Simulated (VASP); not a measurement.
A run of VASP 6.6.1:

INCAR

```
SYSTEM = NbRu
ALGO = Normal
EDIFF = 1E-6
ENCUT = 500
GGA = PS
GGA_COMPAT = .False.
ISIF = 2
ISMEAR = -1
LASPH = .True.
LCHARG = .False.
LREAL = .False.
LWAVE = .False.
NBANDS = 20
NELM = 120
PREC = Accurate
SIGMA = 0.02
```

File KPOINTS:

```
k-points
0
Gamma
  8 8 8
  0 0 0
```

POSCAR

```
NbRu
1.0
    3.1840000000      0.0000000000      0.0000000000
    0.0000000000      3.1840000000      0.0000000000
    0.0000000000      0.0000000000      3.1840000000
Ru Nb
1 1
Direct
    0.5000000000      0.5000000000      0.5000000000
    0.0000000000      0.0000000000      0.0000000000
```

Potentials or basis: VASP PAW PBE potentials, release 64 (Ru_pv, Nb_sv).

The run is started by

```console
$ cat potpaw_PBE.64/Ru_pv/POTCAR potpaw_PBE.64/Nb_sv/POTCAR > POTCAR
$ mpirun -np 1 vasp_std > vasp.out
```

Hardware: 1 thread of Intel Xeon 8259CL, with other jobs on the host.

Task: Estimate the wall time of this run.

Result: Run time: 25 s on 1 thread of Intel Xeon 8259CL, with other jobs on the host, peak memory 0.15 GiB. Counts: scf iterations 13, k points 35.
